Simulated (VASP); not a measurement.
A run of VASP 6.6.1 is set up as follows.

Contents of INCAR:

```
SYSTEM = Ti
PREC = Accurate ; ENCUT = 500
EDIFF = 1E-6 ; ISMEAR = 0
SIGMA = 0.15 ; LREAL = .False.
LASPH = .True. ; NELM = 120
ALGO = Normal ; ISIF = 2
LWAVE = .False. ; LCHARG = .False.
GGA = PE ; NBANDS = 25
GGA_COMPAT = .False.
```

The input KPOINTS:

```
regular mesh
0
Gamma
  12 12 14
  0 0 0
```

The input POSCAR:

```
Ti
1.0
    4.5790987804      0.0000000000      0.0000000000
   -2.2895493902      3.9656158702      0.0000000000
    0.0000000000      0.0000000000      2.8317615649
Ti
3
Direct
    0.0000000000      0.0000000000      0.0000000000
    0.3333333333      0.6666666667      0.4237223915
    0.6666666667      0.3333333333      0.5762776085
```

Potentials or basis: VASP PAW PBE potentials, release 64 (Ti_sv).

Command:

```sh
$ cat potpaw_PBE.64/Ti_sv/POTCAR > POTCAR
$ mpirun -np 1 vasp_std > vasp.out
```

Question: Predict the band gap on the k mesh.

Answer: Zero (bands 18 and 19 overlap by 0.53 eV).

Question: Estimate the largest force.

Answer: 0.676 eV/Å.

Forces on the atoms (eV/Å):
```
Ti   0.000  0.000  0.000
Ti   0.000  0.000  0.676
Ti   0.000  0.000 -0.676
```

Caveat: the cell differs from its parent crystal (atoms displaced along a vibrational mode).
